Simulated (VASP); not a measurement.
Crystal: Co.

```
Co
1.0
     2.47056    0.00000    0.00000
    -1.23528    2.13957    0.00000
     0.00000    0.00000    8.08823
Co
4
Direct
  0.00000 0.00000 0.00000
  0.33333 0.66667 0.25000
  0.00000 0.00000 0.50000
  0.66667 0.33333 0.75000
```

Base run:

* Program: VASP 6.6.1
* Functional: LDA
* Potentials or basis: VASP PAW LDA potentials, release 64 (Co)
* Cutoff: 520 eV
* k mesh: 9 × 9 × 3
* Occupations: fermi-dirac, width 0.1 eV
* Spin: collinear spin, ferromagnetic start
* Starting moments: [3.2, 3.2, 3.2, 3.2] μB

Its results: pressure -16.2 GPa; net moment 6.01 μB per cell; site moments Co +1.50, +1.51 μB.

Q: The run is repeated on the same cell with these changes: k mesh from 9 × 9 × 3 to 5 × 5 × 2; further incar settings from ALGO = Normal; EDIFF = 1e-07; NBANDS = 30 to ALGO = Normal; EDIFF = 1e-06; NBANDS = 30. What comes out?

A: Pressure -14.2 GPa; net moment 6.41 μB per cell; site moments Co +1.60 μB.

Caveats: some runs use coarse meshes.
